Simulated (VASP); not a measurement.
Input of a VASP 6.6.1 run:

Contents of INCAR:

```
ALGO     = Normal         # electronic algorithm
EDIFF    = 1E-6           # SCF threshold, eV
ENCUT    = 520            # plane-wave cutoff, eV
GGA      = PS             # functional
ISIF     = 2              # what is computed and relaxed
ISMEAR   = -1             # smearing method
LASPH    = T              # aspherical terms in the spheres
LCHARG   = F              # write CHGCAR
LREAL    = F              # projectors in reciprocal space
LWAVE    = F              # write WAVECAR
NBANDS   = 12             # bands
NELM     = 100            # most SCF steps
PREC     = Accurate       # precision mode
SIGMA    = 0.1            # smearing width, eV
```

KPOINTS

```
k-points
0
Gamma
  16 16 16
```

POSCAR

```
Ag
1.0
    0.0000000000      1.9425846734      1.9425846734
    1.9425846734      0.0000000000      1.9425846734
    1.9425846734      1.9425846734      0.0000000000
Ag
1
Direct
    0.0000000000      0.0000000000      0.0000000000
```

Potentials or basis: VASP PAW PBE potentials, release 64 (Ag).

Command:

```bash
$ cat potpaw_PBE.64/Ag/POTCAR > POTCAR
$ mpirun -np 1 vasp_std > vasp.out
```

(1) What does it give for the pressure?

Results:

(1) 21.4 GPa.

Caveat: the PAW data sets were made with another functional, which shifts forces and pressure a little.
